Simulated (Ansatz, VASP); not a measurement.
# CoO: VASP beside Ansatz

The input INCAR:

```
  PREC = Accurate
  ENCUT = 520
  EDIFF = 1E-8
  ISMEAR = -1
  SIGMA = 0.03
  LREAL = F
  LASPH = T
  NELM = 150
  ALGO = Normal
  ISIF = 2
  LWAVE = F
  LCHARG = F
  ISPIN = 2
  MAGMOM = 2 0
  LORBIT = 11
  LMAXMIX = 4
  GGA = PE
  LEFG = T
  NBANDS = 18
```

KPOINTS

```
regular mesh
0
Gamma
  13 13 15
```

Contents of POSCAR:

```
CoO
1.0
   -1.4537714013      1.5169888999      2.1072499549
    1.5169888999     -1.4537714013      2.1072499549
    1.4990114059      1.4990114059     -2.0620099503
Co O
1 1
Direct
    0.0000000000      0.0000000000      0.0000000000
    0.5000000000      0.5000000000      0.0000000000
```

Input for Ansatz:

```yaml
crystal:
  lattice:
    - [-1.4537714013, 1.5169888999, 2.1072499549]
    - [1.5169888999, -1.4537714013, 2.1072499549]
    - [1.4990114059, 1.4990114059, -2.0620099503]
  atoms:
    - { symbol: Co, position: [0.0, 0.0, 0.0], spin: 2.0 }
    - { symbol: O, position: [0.5, 0.5, 0.0] }
magnetization:
  spin_polarized: true
kpoints:
  mp_grid: { grid: [13, 13, 15] }
scf:
  occupations: { method: fermi_dirac, width: 0.03 }
hamiltonian:
  xc: pbe
  pseudopotentials: { kind: all_electron, datasets: crystal }
output:
  forces: true
  stress: true
  eigenvalues: true
  efg: { contact_densities: true }
```

Change from the starting cell: equal xy, yz and zx shear strains of +3 %, crystal datasets.

Alike in both runs: task electric field gradients; functional PBE; k mesh 13 × 13 × 15; occupations fermi-dirac, width 0.03 eV; collinear spin.

```csv
,VASP,Ansatz
version,VASP 6.6.1,Ansatz 0.2.0
potentials or method,"VASP PAW PBE potentials, release 64 (Co, O), cutoff 520 eV","all-electron PAW with datasets made for the crystal, scalar-relativistic"
```

Ansatz gave:

| Property | Result |
| --- | --- |
| pressure (GPa) | 0.1 |
| traceless stress, the component that is largest in VASP (GPa) | -0.47 |
| net moment per atom (μB) | 1.46 |
| size of the moment on the site where the two differ most (μB) | 2.48 |
| size of Vzz on the site where it differs most (V/Å²) | 24.1 |

What did VASP give for the same quantities?

Pressure (GPa): -0.5; traceless stress, the component that is largest in VASP (GPa): -0.53; net moment per atom (μB): 1.45; size of the moment on the site where the two differ most (μB): 2.55; size of Vzz on the site where it differs most (V/Å²): 15.7.

Site moments also hang on the region over which each program counts them. Ansatz ran all-electron here, and VASP with PAW potentials.
